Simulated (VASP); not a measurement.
Input of a VASP 6.6.1 run:

File INCAR:

```
PREC = Accurate ; ENCUT = 520
EDIFF = 1E-6 ; ISMEAR = 0
SIGMA = 0.02 ; LREAL = Auto
LASPH = True ; NELM = 100
ALGO = Normal ; ISIF = 2
LWAVE = False ; LCHARG = False
GGA = PE ; NELECT = 114.0
NBANDS = 76
```

KPOINTS

```
Automatic mesh
0
Gamma
  2 2 2
```

File POSCAR:

```
B14HN14
1.0
    1.2560905718     -6.5268380678      0.0000000000
   -6.2804528590      2.1756126893      0.0000000000
    0.0000000000      0.0000000000     -8.3431635353
B N H
14 14 1
Direct
    0.6385329279      0.4420308938      0.7413636295
    0.3530757510      0.5846358860      0.7411653834
    0.0676196587      0.7280724047      0.7406411218
    0.4955413344      0.0134275028      0.7405250986
    0.2102314253      0.1561566870      0.7433056986
    0.9244758888      0.2989660921      0.7413032208
    0.7819065875      0.8709108428      0.7412098509
    0.6438814676      0.4082257280      0.2807101875
    0.3570833277      0.5526677899      0.2766161769
    0.0728263457      0.6986044772      0.2807951672
    0.5040259711      0.9853936347      0.2761583170
    0.2169116139      0.1257880046      0.2164123947
    0.9342056482      0.2696389806      0.2812248603
    0.7898157244      0.8384104145      0.2761178047
    0.5968546243      0.6006650398      0.2775504747
    0.3122841753      0.7456231761      0.2776371325
    0.0239399834      0.8843363547      0.2708176569
    0.4581305915      0.1736063531      0.2708417485
    0.1688567136      0.3185619526      0.2719866380
    0.8836178753      0.4588476575      0.2912068054
    0.7417952524      1.0301854290      0.2776241878
    0.6863469086      0.2515512681      0.7418030312
    0.4008230142      0.3945963874      0.7412981867
    0.1149601385      0.5372533513      0.7418186128
    0.5435436614      0.8229849319      0.7413359422
    0.2578622875     -0.0344347162      0.7394777741
    0.9719292172      0.1087066716      0.7412100906
    0.8292642281      0.6801667132      0.7417724672
    0.2166288127      0.1270130398      0.0643238021
```

Potentials or basis: VASP PAW PBE potentials, release 64 (B, N, H).

Run with:

```bash
$ cat potpaw_PBE.64/B/POTCAR potpaw_PBE.64/N/POTCAR potpaw_PBE.64/H/POTCAR > POTCAR
$ mpirun -np 1 vasp_std > vasp.out
```

**Question.** Estimate the largest force.

**Answer.** 0.014 eV/Å.

Forces on the atoms (eV/Å):
```
B    0.002 -0.001 -0.002
B    0.002  0.000 -0.002
B    0.003  0.001 -0.002
B   -0.001  0.001 -0.002
B    0.001 -0.002 -0.005
B    0.000  0.000 -0.002
B    0.001 -0.001  0.000
B   -0.003  0.005 -0.006
B   -0.003  0.001  0.000
B   -0.004 -0.004 -0.002
B    0.002  0.001 -0.002
B    0.000  0.002 -0.006
B    0.001 -0.001  0.000
B   -0.003  0.001 -0.005
N   -0.001  0.000  0.005
N   -0.002  0.001  0.003
N    0.001  0.003  0.001
N   -0.001 -0.002  0.002
N   -0.002  0.000  0.003
N    0.000  0.000  0.006
N   -0.003  0.002  0.003
N    0.001 -0.001  0.000
N    0.003  0.000  0.000
N    0.001 -0.001  0.001
N    0.002 -0.001  0.000
N    0.000  0.000  0.000
N    0.002 -0.001  0.000
N    0.001  0.000 -0.001
H   -0.002  0.001  0.014
```

Caveat: the k points lie up to 0.55 Å⁻¹ apart; the cell carries a net charge on a neutralising background, which shifts energy and pressure.
